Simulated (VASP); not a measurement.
# Bi (R-3m) in VASP: single point with PBE

Aim: the single point of Bi with PBE.

Everything below comes from runs of VASP 6.6.1. Logs are shortened: lines on timing, memory, paths and dates and some standing lists are left out, and cuts for length are marked.

## Step 1: The cell of the first run

The structure is trigonal, space group R-3m (No. 166). Conventional cell: a = 4.773 Å, b = 4.773 Å, c = 12.455 Å, α = 90.00°, β = 90.00°, γ = 120.00°. Bi (site symmetry 3m) has 6 Bi at 3.22 to 3.71 Å within 4.2 Å.

## Step 2: Single point, PBE (strain +0.050 along x and y, +0.050 along z)

File INCAR:

```
PREC     = Accurate       # precision mode
ENCUT    = 520            # plane-wave cutoff, eV
EDIFF    = 1E-7           # SCF threshold, eV
ISMEAR   = 0              # smearing method
SIGMA    = 0.15           # smearing width, eV
LREAL    = F              # projectors in reciprocal space
LASPH    = T              # aspherical terms in the spheres
NELM     = 80             # most SCF steps
ALGO     = Fast           # electronic algorithm
ISIF     = 2              # what is computed and relaxed
LWAVE    = F              # write WAVECAR
LCHARG   = F              # write CHGCAR
GGA      = PE             # functional
NBANDS   = 22             # bands
```

File KPOINTS:

```
Automatic mesh
0
Gamma
  12 12 12
```

File POSCAR:

```
Bi
1.0
    2.3866496623      1.3779328250      4.1517000000
   -2.3866496623      1.3779328250      4.1517000000
    0.0000000000     -2.7558656500      4.1517000000
Bi
2
Direct
    0.2338900000      0.2338900000      0.2338900000
    0.7661100000      0.7661100000      0.7661100000
```

Potentials or basis: VASP PAW PBE potentials, release 64 (Bi_d).

The run is started by

```sh
cat potpaw_PBE.64/Bi_d/POTCAR > POTCAR
mpirun -np 1 vasp_std > vasp.out
```

OUTCAR:

```text
PREC = Accurate
   ENCUT = 520
   EDIFF = 1E-7
   ISMEAR = 0
   LREAL = F
   LASPH = T
   NELM = 80
   ISIF = 2
   GGA = PE

 ion  position               nearest neighbor table
   1  0.234  0.234  0.234-   2 3.22   2 3.22   2 3.22   2 3.71   2 3.71   2 3.71
   2  0.766  0.766  0.766-   1 3.22   1 3.22   1 3.22   1 3.71   1 3.71   1 3.71

  LATTYP: Found a trigonal (rhomboedric) cell.
 ALAT       =     4.9831123177
 COS(alpha) =     0.5412184017

  Lattice vectors:

 A1 = (   2.3866496623,   1.3779328250,   4.1517000000)
 A2 = (  -2.3866496623,   1.3779328250,   4.1517000000)
 A3 = (   0.0000000000,  -2.7558656500,   4.1517000000)

Analysis of symmetry for initial positions (statically):
=====================================================================
 Subroutine PRICEL returns:
 Original cell was already a primitive cell.

 Routine SETGRP: Setting up the symmetry group for a
 trigonal (rhombohedral) supercell.

 Subroutine GETGRP returns: Found 12 space group operations
 (whereof 12 operations were pure point group operations)
 out of a pool of 12 trial point group operations.

The static configuration has the point symmetry D_3d.

Analysis of symmetry for dynamics (positions and initial velocities):
=====================================================================
 Subroutine PRICEL returns:
 Original cell was already a primitive cell.

 Routine SETGRP: Setting up the symmetry group for a
 trigonal (rhombohedral) supercell.

 Subroutine GETGRP returns: Found 12 space group operations
 (whereof 12 operations were pure point group operations)
 out of a pool of 12 trial point group operations.

The dynamic configuration has the point symmetry D_3d.

 Subroutine INISYM returns: Found 12 space group operations
 (whereof 12 operations are pure point group operations),
 and found     1 'primitive' translations

----------------------------------------------------------------------------------------

                                     Primitive cell

  volume of cell :      81.9208

  direct lattice vectors                    reciprocal lattice vectors
     2.386649662  1.377932825  4.151700000     0.209498699  0.120954130  0.080288396
    -2.386649662  1.377932825  4.151700000    -0.209498699  0.120954130  0.080288396
     0.000000000 -2.755865650  4.151700000     0.000000000 -0.241908261  0.080288396

  length of vectors
     4.983112318  4.983112318  4.983112318     0.254883960  0.254883960  0.254883960

  position of ions in fractional coordinates (direct lattice)
     0.233890000  0.233890000  0.233890000
     0.766110000  0.766110000  0.766110000

  ion indices of the primitive-cell ions
   primitive index   ion index
                 1           1
                 2           2

----------------------------------------------------------------------------------------

 KPOINTS: Automatic mesh

Automatic generation of k-mesh.
 Grid dimensions read from file:
 generate k-points for:   12   12   12

 Generating k-lattice:

  Cartesian coordinates                     Fractional coordinates (reciprocal lattice)
     0.017458225  0.010079511  0.006690700     0.083333333  0.000000000  0.000000000
    -0.017458225  0.010079511  0.006690700     0.000000000  0.083333333  0.000000000
     0.000000000 -0.020159022  0.006690700     0.000000000  0.000000000  0.083333333

  Length of vectors
     0.021240330  0.021240330  0.021240330

  Shift w.r.t. Gamma in fractional coordinates (k-lattice)
     0.000000000  0.000000000  0.000000000

 Subroutine IBZKPT returns following result:
 ===========================================

 Found    189 irreducible k-points:

 Following reciprocal coordinates:
            Coordinates               Weight
  0.000000  0.000000  0.000000      1.000000
  0.083333 -0.000000  0.000000      6.000000
  0.166667 -0.000000 -0.000000      6.000000
  0.250000 -0.000000  0.000000      6.000000
  0.333333  0.000000  0.000000      6.000000
  0.416667 -0.000000  0.000000      6.000000
[... 16 lines left out ...]
  0.500000  0.166667  0.000000     12.000000
 -0.416667  0.166667  0.000000     12.000000
 [... further k-points ...]
   k-points           NKPTS =    189   k-points in BZ     NKDIM =    189   number of bands    NBANDS=     22
   number of dos      NEDOS =    301   number of ions     NIONS =      2
   total plane-waves  NPLWV =  64000
   dimension x,y,z NGX =    40 NGY =   40 NGZ =   40
   dimension x,y,z NGXF=    80 NGYF=   80 NGZF=   80
   ions per type =               2
   NGX,Y,Z   is equivalent  to a cutoff of  13.34, 13.34, 13.34 a.u.
   NGXF,Y,Z  is equivalent  to a cutoff of  26.69, 26.69, 26.69 a.u.
 SYSTEM =  unknown system
   PREC   = accura    normal or accurate (medium, high low for compatibility)
   ISTART =      0    job   : 0-new  1-cont  2-samecut
   ICHARG =      2    charge: 1-file 2-atom 10-const
   ISPIN  =      1    spin polarized calculation?
   LNONCOLLINEAR =      F non collinear calculations
   LSORBIT =      F    spin-orbit coupling
   LASPH  =      T    aspherical Exc in radial PAW
   ENCUT  =  520.0 eV  38.22 Ry    6.18 a.u.   9.27  9.27  9.27*2*pi/ulx,y,z
   NELM   =     80;   NELMIN=  2; NELMDL= -5     # of ELM steps
   EDIFF  = 0.1E-06   stopping-criterion for ELM
   LREAL  =      F    real-space projection
   EDIFFG = 0.1E-05   stopping-criterion for IOM
   NSW    =      0    number of steps for IOM
   IBRION =     -1    ionic relax: 0-MD 1-quasi-New 2-CG
   NFREE  =      0    steps in history (QN), initial steepest desc. (CG)
   ISIF   =      2    stress and relaxation
   ISYM   =      2    0-nonsym 1-usesym 2-fastsym
   POTIM  = 0.5000    time-step for ionic-motion
   TEBEG  =    0.0;   TEEND  =   0.0 temperature during run
   PSTRESS=    0.0 pullay stress
   NELECT =      30.0000    total number of electrons
   NUPDOWN=      -1.0000    fix difference up-down
   EMIN   =  10.00;   EMAX   =-10.00  energy-range for DOS
   EFERMI =   0.00;   METHOD = LEGACY
   ISMEAR =     0;   SIGMA  =   0.15  broadening in eV -4-tet -1-fermi 0-gaus
   EFERMI_NEDOS =   21; number of points for ismear=-14 and -15
   IALGO  =     68    algorithm
   IMIX   =      4    mixing-type and parameters
     AMIX     =   0.40;   BMIX     =  1.00
     AMIX_MAG =   1.60;   BMIX_MAG =  1.00
  volume/ion in A,a.u.               =      40.96       276.41
  Fermi-wavevector in a.u.,A,eV,Ry     =   1.171253  2.213347 18.664920  1.371833
  Thomas-Fermi vector in A             =   2.307699
   LORBIT       =      0    0 simple, 1 ext, 2 COOP (PROOUT), +10 PAW based schemes
   GGA     = PE    functional components
   LHFCALC =     F    Hartree Fock is set to
   AEXX    =    0.0000 exact exchange contribution
   IVDW    =     0    specifies the selected vdW correction
   LEPSILON=     F    determine dielectric tensor
   LRPA    =     F    only Hartree local field effects (RPA)
 non-spin polarized calculation
 RMM-DIIS sequential band-by-band and
 Gauss-broadening in eV      SIGMA  =   0.15
  energy-cutoff  :      520.00
  volume of cell :       81.92
 maximum number of plane-waves:      2223
 NGX is ok and might be reduce to    40
   NGX = 19   NGY = 19   NGZ = 19

 number of electron      29.9999997 magnetization

 Free energy of the ion-electron system (eV)
  ---------------------------------------------------
  ext. energy  EPLUGINS =         0.00000000
  ---------------------------------------------------
  free energy    TOTEN  =        -7.67050926 eV

  energy without entropy =       -7.66783690  energy(sigma->0) =       -7.66917308

 E-fermi :   4.6894     XC(G=0):  -8.8470

 val. band max:        4.6405964645   @ k =  -0.4167   0.5000   0.4167
 cond. band min:       4.7460765707   @ k =   0.4167  -0.0000   0.0000
 fundamental gap:      0.1054801061
 Fermi energy:         4.6894471100

 k-point     1 :       0.0000    0.0000    0.0000
  band No.  band energies     occupation
      1     -18.0068      2.00000
      2     -18.0068      2.00000
      3     -17.9133      2.00000
      4     -17.9133      2.00000
      5     -17.9033      2.00000
      6     -17.8040      2.00000
[... 14 lines left out ...]
     21      10.4767      0.00000
     22      10.4767      0.00000

 k-point     2 :       0.0833   -0.0000    0.0000
  band No.  band energies     occupation
      1     -18.0038      2.00000
      2     -18.0027      2.00000
      3     -17.9120      2.00000
      4     -17.9110      2.00000
      5     -17.9013      2.00000
      6     -17.8058      2.00000
[... 14 lines left out ...]
     21      10.5330      0.00000
     22      10.7543      0.00000

 k-point     3 :       0.1667   -0.0000   -0.0000
  band No.  band energies     occupation
      1     -17.9951      2.00000
      2     -17.9908      2.00000
      3     -17.9085      2.00000
      4     -17.9043      2.00000
      5     -17.8952      2.00000
      6     -17.8117      2.00000
[... 14 lines left out ...]
     21      10.7853      0.00000
     22      11.8067      0.00000

 k-point     4 :       0.2500   -0.0000    0.0000
  band No.  band energies     occupation
      1     -17.9820      2.00000
      2     -17.9719      2.00000
      3     -17.9038      2.00000
      4     -17.8940      2.00000
      5     -17.8851      2.00000
      6     -17.8221      2.00000
[... 14 lines left out ...]
     21      11.2891      0.00000
     22      13.0749      0.00000

 k-point     5 :       0.3333    0.0000    0.0000
  band No.  band energies     occupation
      1     -17.9671      2.00000
      2     -17.9478      2.00000
      3     -17.8990      2.00000
      4     -17.8811      2.00000
      5     -17.8719      2.00000
      6     -17.8365      2.00000
[... 417 lines left out ...]
 k-point    22 :       0.4167    0.1667   -0.0000
  band No.  band energies     occupation
      1     -17.9769      2.00000
      2     -17.9246      2.00000
      3     -17.8949      2.00000
      4     -17.8867      2.00000
      5     -17.8597      2.00000
      6     -17.8472      2.00000
[... 14 lines left out ...]
     21      13.2921      0.00000
     22      13.4126      0.00000

 k-point    23 :       0.5000    0.1667    0.0000
  band No.  band energies     occupation
      1     -17.9654      2.00000
      2     -17.9098      2.00000
      3     -17.8885      2.00000
      4     -17.8787      2.00000
      5     -17.8611      2.00000
      6     -17.8467      2.00000
[... 14 lines left out ...]
     21      13.3948      0.00000
     22      13.5830      0.00000

 k-point    24 :      -0.4167    0.1667    0.0000
  band No.  band energies     occupation
      1     -17.9637      2.00000
      2     -17.8961      2.00000
      3     -17.8887      2.00000
      4     -17.8794      2.00000
      5     -17.8599      2.00000
      6     -17.8502      2.00000
[... 14 lines left out ...]
     21      12.4752      0.00000
     22      14.2431      0.00000

 [... further k-points ...]
[... 5 lines left out ...]
  --------------------------------------------------------------------------------------
  -------------------------------------------------------------------------------------
  Total       -2.0373098     -2.0373098     -1.5288429      0.0000000     -0.0000000      0.0000000
  in kB      -39.8449898    -39.8449898    -29.9005727      0.0000000     -0.0000000      0.0000000
  external PRESSURE =     -36.5301841 kB  Pullay stress =       0.0000000 kB

 VOLUME and BASIS-vectors are now :
 -----------------------------------------------------------------------------
  energy-cutoff  :      520.00
  volume of cell :       81.92
      direct lattice vectors                 reciprocal lattice vectors
     2.386649662  1.377932825  4.151700000     0.209498699  0.120954130  0.080288396
    -2.386649662  1.377932825  4.151700000    -0.209498699  0.120954130  0.080288396
     0.000000000 -2.755865650  4.151700000     0.000000000 -0.241908261  0.080288396

 POSITION                                       TOTAL-FORCE (eV/Angst)
 -----------------------------------------------------------------------------------
      0.00000      0.00000      2.91312         0.000000     -0.000000     -0.375854
      0.00000      0.00000      9.54198         0.000000      0.000000      0.375854
 -----------------------------------------------------------------------------------
    total drift:                               -0.000000     -0.000000      0.000000

  FREE ENERGIE OF THE ION-ELECTRON SYSTEM (eV)
  ---------------------------------------------------
  free  energy   TOTEN  =        -7.6705092582 eV

  energy  without entropy=       -7.6678369018  energy(sigma->0) =       -7.66917308
```

It took 16 min on 1 thread of AMD EPYC, shared host; peak memory 0.39 GiB.

What came out:

* Free energy: -7.6705 eV
* Pressure: -3.7 GPa
* Largest force: 0.376 eV/Å
* Band gap on the k mesh: zero (bands 15 and 16 overlap by 0.11 eV)

Forces on the atoms (eV/Å):
```
Bi   0.000  0.000 -0.376
Bi   0.000  0.000  0.376
```

Caveat: the cell differs from its parent crystal (strain +0.050 along x and y, +0.050 along z); the cell stands under tension; spin-orbit coupling is left out, which moves the levels of the heavy elements.
